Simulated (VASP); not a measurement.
Set up this calculation in VASP 6.6.1, as the native input.

| Item | Value |
| --- | --- |
| Task | single point |
| Functional | r2SCAN |
| Potentials or basis | VASP PAW PBE potentials, release 64 (Au) |
| Cutoff | 520 eV |
| k mesh | 12 × 12 × 6 |
| Occupations | gaussian, width 0.1 eV |
| Spin | no spin polarisation |
| Dipole correction | no |
| Further INCAR settings | ALGO = Normal; EDIFF = 1e-06; NBANDS = 18 |

Au:

```
Au
1.0
     1.41131   -2.55593    0.00000
     1.41131    2.55593    0.00000
     0.00000    0.00000    4.89317
Au
2
Direct
  0.66533 0.33467 0.25000
  0.33467 0.66533 0.75000
```

One way to write it, as run:

POSCAR

```
Au
1.0
    1.4113099650     -2.5559330250      0.0000000000
    1.4113099650      2.5559330250      0.0000000000
    0.0000000000      0.0000000000      4.8931696100
Au
2
Direct
    0.6653279700      0.3346720300      0.2500000000
    0.3346720300      0.6653279700      0.7500000000
```

INCAR.step1

```
  PREC = Accurate
  ENCUT = 520
  ISMEAR = 0
  SIGMA = 0.1
  LREAL = F
  LASPH = T
  NELM = 100
  NBANDS = 18
  GGA = PE
  ALGO = Normal
  EDIFF = 1E-4
  LWAVE = T
  LCHARG = F
```

INCAR.step2

```
  PREC = Accurate
  ENCUT = 520
  EDIFF = 1E-6
  ISMEAR = 0
  SIGMA = 0.1
  LREAL = F
  LASPH = T
  NELM = 100
  ALGO = Normal
  ISIF = 2
  LWAVE = F
  LCHARG = F
  METAGGA = R2SCAN
  LMIXTAU = T
  NBANDS = 18
  ISTART = 1
```

KPOINTS

```
Automatic mesh
0
Gamma
  12 12 6
```

Potentials or basis: VASP PAW PBE potentials, release 64 (Au).

Run with:

```sh
$ cat potpaw_PBE.64/Au/POTCAR > POTCAR
$ cp INCAR.step1 INCAR
$ mpirun -np 1 vasp_std > vasp.out
$ cp INCAR.step2 INCAR
$ mpirun -np 1 vasp_std > vasp.out
```

Results of the run:

```json
{"Pressure": "0.0 GPa", "Largest force": "0.014 eV/Å", "Band gap on the k mesh": "zero (band 11 reaches 12.95 eV, above the bottom of band 12 at 6.00 eV)"}
```

Caveat: the PAW data sets were made with another functional, which shifts forces and pressure a little; spin-orbit coupling is left out, which moves the levels of the heavy elements.

Wall time 2.9 min on 1 thread of Intel Xeon 6975P-C, with other jobs on the host, peak memory 0.23 GiB.
